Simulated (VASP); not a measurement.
# ZrO5: single point with PBE

The system is ZrO5.

```
CELL_PARAMETERS angstrom
4.20212 0.00000 0.00000
-2.10106 3.63914 0.00000
0.00000 0.00000 4.07137
ATOMIC_POSITIONS crystal
Zr 0.00000 0.00000 0.00000
O 0.33333 0.66667 0.16941
O 0.33333 0.66667 0.83059
O 0.66667 0.33333 0.83059
O 0.66667 0.33333 0.16941
O 0.00000 0.00000 0.50000
```

The cell was built from a structure type or drawn by symmetry, and may not be a known phase.

```
Program             : VASP 6.6.1
Task                : single point
Functional          : PBE
Potentials or basis : VASP PAW PBE potentials, release 64 (Zr_sv, O)
Cutoff              : 520 eV
k mesh              : 12 × 12 × 10
Occupations         : gaussian, width 0.1 eV
Spin                : no spin polarisation
```

The pressure is 1.0 GPa. The largest force is 0.404 eV/Å and the band gap on the k mesh is zero (bands 21 and 22 overlap by 1.52 eV).

Forces in eV/Å, atoms in the order of the input:
```
Zr   0.000  0.000  0.000
O    0.000  0.000  0.404
O    0.000  0.000 -0.404
O    0.000  0.000 -0.404
O    0.000  0.000  0.404
O    0.000  0.000  0.000
```

Stress tensor (GPa, compression positive):
```
-0.04  0.00  0.00
 0.00 -0.04  0.00
 0.00  0.00  2.98
```

Levels at points of the mesh, in eV from the Fermi level:
```tsv
k point	band 19	band 20	band 21	band 22	band 23	band 24
(0.00, 0.00, 0.00)	-1.04	-1.03	-0.91	-0.91	3.91	3.91
(0.50, 0.00, 0.00)	-0.82	-0.59	-0.56	0.28	2.21	3.25
(0.00, 0.00, 0.50)	-2.30	-2.30	0.61	0.61	3.96	4.36
(0.50, 0.00, 0.50)	-1.83	-0.36	-0.07	0.13	2.25	3.52
```

Wall time 5.9 min on 1 thread of Intel Xeon 8259CL (shared host), peak memory 0.3 GiB.
